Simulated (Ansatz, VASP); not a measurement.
One calculation of TiH, two programs

```
Ti H
1.0
     0.00000    2.05162    2.05162
     1.90801    0.00000    2.05162
     1.90801    2.05162    0.00000
Ti H
1 1
Direct
  0.99905 0.00095 0.00095
  0.54533 0.45467 0.45467
```

Change from the starting cell: mode 4 frozen in at -0.186 Å, normal strain along x -0.0700.

Alike in both runs: task single point; functional LDA; k mesh 18 × 18 × 18; occupations gaussian, width 0.15 eV; no spin polarisation.

```csv
,VASP,Ansatz
version,VASP 6.6.1,Ansatz 0.2.0
potentials or method,"VASP PAW LDA potentials, release 64 (Ti_sv, H), cutoff 520 eV","scalar-relativistic, plane waves, PAW"
valence electrons in the cell,13,13
```

Ansatz gave:

* gap on the k mesh at the Fermi level (eV): none
* pressure (GPa): 15.4
* traceless stress, the component that is largest in VASP (GPa): 7.04
* rms of the force components (eV/Å): 0.927

Q: Which values does VASP return?

A: gap on the k mesh at the Fermi level (eV): none; pressure (GPa): 15.5; traceless stress, the component that is largest in VASP (GPa): 7.08; rms of the force components (eV/Å): 0.929.

LDA's correlation is that of Perdew and Zunger in VASP and of Perdew and Wang (1992) in Ansatz. Atom by atom the forces differ by 0.003 eV/Å (rms over components). A gap of «none» marks a metal or a gap that the smearing closes.
